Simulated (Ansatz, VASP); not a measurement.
# Si: VASP beside Ansatz

```
CELL_PARAMETERS angstrom
0.00000 2.71765 2.71765
2.71765 0.00000 2.71765
2.71765 2.71765 0.00000
ATOMIC_POSITIONS crystal
Si 0.00000 0.00000 0.00000
Si 0.25000 0.25000 0.25000
```

Alike in both runs: task single point; functional PBEsol; k mesh 10 × 10 × 10; occupations gaussian, width 0.02 eV; no spin polarisation.

```csv
,VASP,Ansatz
version,VASP 6.6.1,Ansatz 0.2.0
potentials or method,"VASP PAW PBE potentials, release 64 (Si), cutoff 500 eV","scalar-relativistic, plane waves, PAW"
valence electrons in the cell,8,8
```

|  | VASP | Ansatz | Ansatz less VASP |
| --- | --- | --- | --- |
| gap on the k mesh at the Fermi level (eV) | 0.47 | 0.48 | +0.006 |
| least direct gap on the mesh (eV) | 2.52 | 2.52 | +0.002 |
| pressure (GPa) | 0.0 | -0.1 | -0.12 |

VASP's potentials were made for PBE, not for PBEsol, and Ansatz warns of the same on its side. With one functional, cell and mesh, what is left measures potentials, basis and numerics.
